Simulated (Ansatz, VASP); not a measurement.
**BP in VASP and in Ansatz**

The input POSCAR:

```
BP
1.0
    3.2039351186      0.0000000000      0.0000000000
   -1.6019675593      2.7746892048      0.0000000000
    0.0000000000      0.0000000000      8.4666228416
B P
2 2
Direct
    0.3333333333      0.6666666667      0.2500000000
    0.6666666667      0.3333333333      0.7500000000
    0.6666666667      0.3333333333      0.2500000000
    0.3333333333      0.6666666667      0.7500000000
```

Contents of INCAR.step1:

```
PREC = Accurate
ENCUT = 520
EDIFF = 1E-5
ISMEAR = 0
SIGMA = 0.01
LREAL = False
LASPH = True
NELM = 100
ALGO = Normal
ISIF = 2
LWAVE = True
NBANDS = 16
GGA = PE
```

INCAR.step2

```
PREC = Accurate
ENCUT = 520
EDIFF = 1E-7
ISMEAR = 0
SIGMA = 0.01
LREAL = False
LASPH = True
NELM = 100
ALGO = Normal
ISIF = 2
LWAVE = False
LCHARG = True
GGA = PE
LHFCALC = True
AEXX = 0.05
HFSCREEN = 0.3
PRECFOCK = Normal
LELF = True
LVHAR = True
NBANDS = 16
ISTART = 1
```

Contents of KPOINTS:

```
Automatic mesh
0
Gamma
  6 6 2
```

Input for Ansatz:

```yaml
crystal:
  lattice:
    - [3.2039351186, 0.0, 0.0]
    - [-1.6019675593, 2.7746892048, 0.0]
    - [0.0, 0.0, 8.4666228416]
  atoms:
    - { symbol: B, position: [0.3333333333, 0.6666666667, 0.25] }
    - { symbol: B, position: [0.6666666667, 0.3333333333, 0.75] }
    - { symbol: P, position: [0.6666666667, 0.3333333333, 0.25] }
    - { symbol: P, position: [0.3333333333, 0.6666666667, 0.75] }
kpoints:
  mp_grid: { grid: [6, 6, 2] }
hamiltonian:
  xc: { exchange: pbe, correlation: pbe, exx: { coeff: 0.05, omega: 0.3 } }
scf:
  occupations: { method: fixed }
  n_extra_bands: 5
output:
  forces: true
  stress: true
  eigenvalues: true
```

Alike in both runs: task single point; functional PBE-based screened hybrid; k mesh 6 × 6 × 2; no spin polarisation.

```csv
,VASP,Ansatz
version,VASP 6.6.1,Ansatz 0.2.0
potentials or method,"VASP PAW PBE potentials, release 64 (B, P)",plane waves
plane-wave cutoff (eV),520,420
occupations,"gaussian, width 0.01 eV",fixed
valence electrons in the cell,16,16
```

Ansatz gave:

* gap on the k mesh at the Fermi level (eV): 0.92
* pressure (GPa): 0.9
* traceless stress, the component that is largest in VASP (GPa): -0.33

Task: What did VASP give for the same quantities?

Result: gap on the k mesh at the Fermi level (eV): 0.94; pressure (GPa): 0.7; traceless stress, the component that is largest in VASP (GPa): -0.17.

VASP's potentials were made for PBE, not for PBE-based screened hybrid. Ansatz's warnings: stress exchange threshold loose, stress scf threshold loose.
